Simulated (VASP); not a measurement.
# Ta (Im-3m) in VASP: further runs

Runs on Ta. Level: PBE. Tasks: single point.

Everything below comes from runs of VASP 6.6.1. Logs are shortened: lines on timing, memory, paths and dates and some standing lists are left out, and cuts for length are marked.

## (1) The cell of the first run

It takes space group Im-3m (No. 229, cubic). The conventional cell has a = 3.310 Å, b = 3.310 Å, c = 3.310 Å, α = 90.00°, β = 90.00°, γ = 90.00°. Within 3.8 Å of Ta (site symmetry m-3m) lie 14 Ta at 2.87 to 3.31 Å.

## (2) Single point, PBE

INCAR reads:

```
SYSTEM = Ta
PREC = Accurate
ENCUT = 520
EDIFF = 1E-6
ISMEAR = 0
SIGMA = 0.1
LREAL = .False.
LASPH = .True.
NELM = 100
ALGO = Normal
ISIF = 2
LWAVE = .False.
LCHARG = .False.
GGA = PE
NBANDS = 12
```

KPOINTS reads:

```
Automatic mesh
0
Gamma
  8 8 8
  0 0 0
```

POSCAR reads:

```
Ta
1.0
   -1.6549986157      1.6549986157      1.6549986157
    1.6549986157     -1.6549986157      1.6549986157
    1.6549986157      1.6549986157     -1.6549986157
Ta
1
Direct
    0.0000000000      0.0000000000      0.0000000000
```

Potentials or basis: VASP PAW PBE potentials, release 64 (Ta_pv).

Launch:

```sh
> cat potpaw_PBE.64/Ta_pv/POTCAR > POTCAR
> mpirun -np 1 vasp_std > vasp.out
```

OUTCAR:

```text
SYSTEM = Ta
   PREC = Accurate
   ENCUT = 520
   EDIFF = 1E-6
   ISMEAR = 0
   LREAL = .False.
   LASPH = .True.
   NELM = 100
   ISIF = 2
   GGA = PE

 ion  position               nearest neighbor table
   1  0.000  0.000  0.000-

  LATTYP: Found a body centered cubic cell.
 ALAT       =     3.3099972314

  Lattice vectors:

 A1 = (  -1.6549986157,   1.6549986157,   1.6549986157)
 A2 = (   1.6549986157,  -1.6549986157,   1.6549986157)
 A3 = (   1.6549986157,   1.6549986157,  -1.6549986157)

Analysis of symmetry for initial positions (statically):
=====================================================================
 Subroutine PRICEL returns:
 Original cell was already a primitive cell.

 Routine SETGRP: Setting up the symmetry group for a
 body centered cubic supercell.

 Subroutine GETGRP returns: Found 48 space group operations
 (whereof 48 operations were pure point group operations)
 out of a pool of 48 trial point group operations.

The static configuration has the point symmetry O_h .

Analysis of symmetry for dynamics (positions and initial velocities):
=====================================================================
 Subroutine PRICEL returns:
 Original cell was already a primitive cell.

 Routine SETGRP: Setting up the symmetry group for a
 body centered cubic supercell.

 Subroutine GETGRP returns: Found 48 space group operations
 (whereof 48 operations were pure point group operations)
 out of a pool of 48 trial point group operations.

The dynamic configuration has the point symmetry O_h .

 Subroutine INISYM returns: Found 48 space group operations
 (whereof 48 operations are pure point group operations),
 and found     1 'primitive' translations

----------------------------------------------------------------------------------------

                                     Primitive cell

  volume of cell :      18.1323

  direct lattice vectors                    reciprocal lattice vectors
    -1.654998616  1.654998616  1.654998616     0.000000000  0.302115056  0.302115056
     1.654998616 -1.654998616  1.654998616     0.302115056  0.000000000  0.302115056
     1.654998616  1.654998616 -1.654998616     0.302115056  0.302115056  0.000000000

  length of vectors
     2.866541689  2.866541689  2.866541689     0.427255210  0.427255210  0.427255210

  position of ions in fractional coordinates (direct lattice)
     0.000000000  0.000000000  0.000000000

  ion indices of the primitive-cell ions
   primitive index   ion index
                 1           1

----------------------------------------------------------------------------------------

 KPOINTS: Automatic mesh

Automatic generation of k-mesh.
 Grid dimensions read from file:
 generate k-points for:    8    8    8

 Generating k-lattice:

  Cartesian coordinates                     Fractional coordinates (reciprocal lattice)
     0.000000000  0.037764382  0.037764382     0.125000000  0.000000000  0.000000000
     0.037764382  0.000000000  0.037764382     0.000000000  0.125000000  0.000000000
     0.037764382  0.037764382  0.000000000     0.000000000  0.000000000  0.125000000

  Length of vectors
     0.053406901  0.053406901  0.053406901

  Shift w.r.t. Gamma in fractional coordinates (k-lattice)
     0.000000000  0.000000000  0.000000000

 Subroutine IBZKPT returns following result:
 ===========================================

 Found     29 irreducible k-points:

 Following reciprocal coordinates:
            Coordinates               Weight
  0.000000  0.000000  0.000000      1.000000
  0.125000  0.000000  0.000000     12.000000
  0.250000  0.000000  0.000000     12.000000
  0.375000  0.000000  0.000000     12.000000
  0.500000  0.000000  0.000000      6.000000
  0.125000  0.125000  0.000000     24.000000
[... 16 lines left out ...]
 -0.250000  0.250000  0.250000      6.000000
 -0.375000  0.375000  0.250000     24.000000
 [... further k-points ...]
   k-points           NKPTS =     29   k-points in BZ     NKDIM =     29   number of bands    NBANDS=     12
   number of dos      NEDOS =    301   number of ions     NIONS =      1
   total plane-waves  NPLWV =  13824
   dimension x,y,z NGX =    24 NGY =   24 NGZ =   24
   dimension x,y,z NGXF=    48 NGYF=   48 NGZF=   48
   ions per type =               1
   NGX,Y,Z   is equivalent  to a cutoff of  13.92, 13.92, 13.92 a.u.
   NGXF,Y,Z  is equivalent  to a cutoff of  27.84, 27.84, 27.84 a.u.
 SYSTEM =  Ta
   PREC   = accura    normal or accurate (medium, high low for compatibility)
   ISTART =      0    job   : 0-new  1-cont  2-samecut
   ICHARG =      2    charge: 1-file 2-atom 10-const
   ISPIN  =      1    spin polarized calculation?
   LNONCOLLINEAR =      F non collinear calculations
   LSORBIT =      F    spin-orbit coupling
   LASPH  =      T    aspherical Exc in radial PAW
   ENCUT  =  520.0 eV  38.22 Ry    6.18 a.u.   5.33  5.33  5.33*2*pi/ulx,y,z
   NELM   =    100;   NELMIN=  2; NELMDL= -5     # of ELM steps
   EDIFF  = 0.1E-05   stopping-criterion for ELM
   LREAL  =      F    real-space projection
   EDIFFG = 0.1E-04   stopping-criterion for IOM
   NSW    =      0    number of steps for IOM
   IBRION =     -1    ionic relax: 0-MD 1-quasi-New 2-CG
   NFREE  =      0    steps in history (QN), initial steepest desc. (CG)
   ISIF   =      2    stress and relaxation
   ISYM   =      2    0-nonsym 1-usesym 2-fastsym
   POTIM  = 0.5000    time-step for ionic-motion
   TEBEG  =    0.0;   TEEND  =   0.0 temperature during run
   PSTRESS=    0.0 pullay stress
   NELECT =      11.0000    total number of electrons
   NUPDOWN=      -1.0000    fix difference up-down
   EMIN   =  10.00;   EMAX   =-10.00  energy-range for DOS
   EFERMI =   0.00;   METHOD = LEGACY
   ISMEAR =     0;   SIGMA  =   0.10  broadening in eV -4-tet -1-fermi 0-gaus
   EFERMI_NEDOS =   21; number of points for ismear=-14 and -15
   IALGO  =     38    algorithm
   IMIX   =      4    mixing-type and parameters
     AMIX     =   0.40;   BMIX     =  1.00
     AMIX_MAG =   1.60;   BMIX_MAG =  1.00
  volume/ion in A,a.u.               =      18.13       122.36
  Fermi-wavevector in a.u.,A,eV,Ry     =   1.385867  2.618908 26.131706  1.920626
  Thomas-Fermi vector in A             =   2.510236
   LORBIT       =      0    0 simple, 1 ext, 2 COOP (PROOUT), +10 PAW based schemes
   GGA     = PE    functional components
   LHFCALC =     F    Hartree Fock is set to
   AEXX    =    0.0000 exact exchange contribution
   IVDW    =     0    specifies the selected vdW correction
   LEPSILON=     F    determine dielectric tensor
   LRPA    =     F    only Hartree local field effects (RPA)
 non-spin polarized calculation
 Gauss-broadening in eV      SIGMA  =   0.10
  energy-cutoff  :      520.00
  volume of cell :       18.13
 maximum number of plane-waves:       496
 NGX is ok and might be reduce to    24
   NGX = 11   NGY = 11   NGZ = 11

 number of electron      11.0000001 magnetization

 Free energy of the ion-electron system (eV)
  ---------------------------------------------------
  ext. energy  EPLUGINS =         0.00000000
  ---------------------------------------------------
  free energy    TOTEN  =       -11.83636036 eV

  energy without entropy =      -11.83241944  energy(sigma->0) =      -11.83438990

 E-fermi :   5.4556     XC(G=0): -12.5784

 val. band max:        5.3586902974   @ k =   0.2500   0.0000   0.0000
 cond. band min:       5.5058184128   @ k =  -0.2500   0.2500   0.1250
 fundamental gap:      0.1471281154
 Fermi energy:         5.4556307384

 k-point     1 :       0.0000    0.0000    0.0000
  band No.  band energies     occupation
      1     -27.6342      2.00000
      2     -27.6342      2.00000
      3     -27.6342      2.00000
      4      -2.4592      2.00000
      5       6.1833      0.00000
      6       6.1833      0.00000
      7       6.1833      0.00000
      8       9.4305      0.00000
      9       9.4305      0.00000
     10      20.1510      0.00000
     11      20.4084      0.00000
     12      20.4084      0.00000

 k-point     2 :       0.1250    0.0000    0.0000
  band No.  band energies     occupation
      1     -27.8156      2.00000
      2     -27.6904      2.00000
      3     -27.6352      2.00000
      4      -1.7878      2.00000
      5       5.7650      0.00001
      6       6.0035      0.00000
      7       6.8556      0.00000
      8       8.9009      0.00000
      9       9.4435      0.00000
     10      20.1503      0.00000
     11      20.9323      0.00000
     12      21.5891      0.00000

 k-point     3 :       0.2500    0.0000    0.0000
  band No.  band energies     occupation
      1     -28.2338      2.00000
      2     -27.8237      2.00000
      3     -27.6376      2.00000
      4      -0.1775      2.00000
      5       4.9053      2.00000
      6       5.3587      1.82961
      7       8.7619      0.00000
      8       8.8494      0.00000
      9       9.6151      0.00000
     10      20.1461      0.00000
     11      20.5662      0.00000
     12      22.1013      0.00000
[... 286 lines left out ...]
 k-point    23 :      -0.2500    0.2500    0.2500
  band No.  band energies     occupation
      1     -28.2560      2.00000
      2     -28.0286      2.00000
      3     -28.0286      2.00000
      4       1.7229      2.00000
      5       4.5222      2.00000
      6       6.6985      0.00000
      7       6.6985      0.00000
      8       8.6322      0.00000
      9      10.4395      0.00000
     10      19.9872      0.00000
     11      20.1964      0.00000
     12      24.7165      0.00000

 k-point    24 :      -0.3750    0.3750    0.2500
  band No.  band energies     occupation
      1     -28.4934      2.00000
      2     -28.1689      2.00000
      3     -28.0633      2.00000
      4       2.6235      2.00000
      5       3.4826      2.00000
      6       6.7093      0.00000
      7       7.3890      0.00000
      8      10.8399      0.00000
      9      10.9251      0.00000
     10      19.3380      0.00000
     11      20.1636      0.00000
     12      21.6287      0.00000

 [... further k-points ...]

------------------------ aborting loop because EDIFF is reached ----------------------------------------

  FORCE on cell =-STRESS in cart. coord.  units (eV):
  Direction    XX          YY          ZZ          XY          YZ          ZX
  --------------------------------------------------------------------------------------
  -------------------------------------------------------------------------------------
  Total       -0.0306913     -0.0306913     -0.0306913     -0.0000000     -0.0000000      0.0000000
  in kB       -2.7118966     -2.7118966     -2.7118966     -0.0000000     -0.0000000      0.0000000
  external PRESSURE =      -2.7118966 kB  Pullay stress =       0.0000000 kB

 VOLUME and BASIS-vectors are now :
 -----------------------------------------------------------------------------
  energy-cutoff  :      520.00
  volume of cell :       18.13
      direct lattice vectors                 reciprocal lattice vectors
    -1.654998616  1.654998616  1.654998616     0.000000000  0.302115056  0.302115056
     1.654998616 -1.654998616  1.654998616     0.302115056  0.000000000  0.302115056
     1.654998616  1.654998616 -1.654998616     0.302115056  0.302115056  0.000000000

 POSITION                                       TOTAL-FORCE (eV/Angst)
 -----------------------------------------------------------------------------------
      0.00000      0.00000      0.00000         0.000000      0.000000      0.000000
 -----------------------------------------------------------------------------------
    total drift:                                0.000000      0.000000      0.000000

  FREE ENERGIE OF THE ION-ELECTRON SYSTEM (eV)
  ---------------------------------------------------
  free  energy   TOTEN  =       -11.8363603617 eV

  energy  without entropy=      -11.8324194426  energy(sigma->0) =      -11.83438990
```

Run time: 6.6 s. Hardware: 1 thread of Intel Xeon Platinum 8488C (Sapphire Rapids), shared host; peak memory 0.13 GiB.

What came out:

```
Free energy            : -11.8364 eV
Pressure               : -0.3 GPa
Band gap on the k mesh : zero (an odd number of electrons rules out a gap without spin polarisation)
```

Levels at points of the mesh, in eV from the Fermi level:
```tsv
k point	band 1	band 2	band 3	band 4	band 5	band 6	band 7	band 8	band 9	band 10
(0.00, 0.00, 0.00)	-33.09	-33.09	-33.09	-7.91	0.73	0.73	0.73	3.97	3.97	14.70
(0.50, 0.00, 0.00)	-34.24	-33.46	-33.10	-4.37	-1.53	1.53	3.85	4.87	7.73	11.62
(0.50, 0.50, 0.50)	-33.89	-33.89	-33.89	-3.78	-3.78	6.78	6.78	6.78	8.57	8.57
```

Caveat: spin-orbit coupling is left out, which moves the levels of the heavy elements.

(Part 1 of 2 ends here.)
